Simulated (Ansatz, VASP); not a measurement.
**Al: VASP beside Ansatz**

```xyz
1
Lattice="0.0000 2.0307 2.0307 2.0307 0.0000 2.0307 2.0307 2.0307 0.0000" Properties=species:S:1:pos:R:3 pbc="T T T"
Al    0.0000    0.0000    0.0000
```

Change from the starting cell: volume scaled by 1.01.

Alike in both runs: task single point; functional LDA; k mesh 17 × 17 × 17; occupations fermi-dirac, width 0.03 eV; no spin polarisation.

```csv
,VASP,Ansatz
version,VASP 6.6.1,Ansatz 0.2.0
potentials or method,"VASP PAW LDA potentials, release 64 (Al), cutoff 520 eV","all-electron LAPW, scalar-relativistic"
```

|  | VASP | Ansatz | Ansatz less VASP |
| --- | --- | --- | --- |
| pressure (GPa) | -4.2 | -4.3 | -0.02 |

LDA's correlation is that of Perdew and Zunger in VASP and of Perdew and Wang (1992) in Ansatz. Ansatz ran all-electron here, and VASP with PAW potentials.
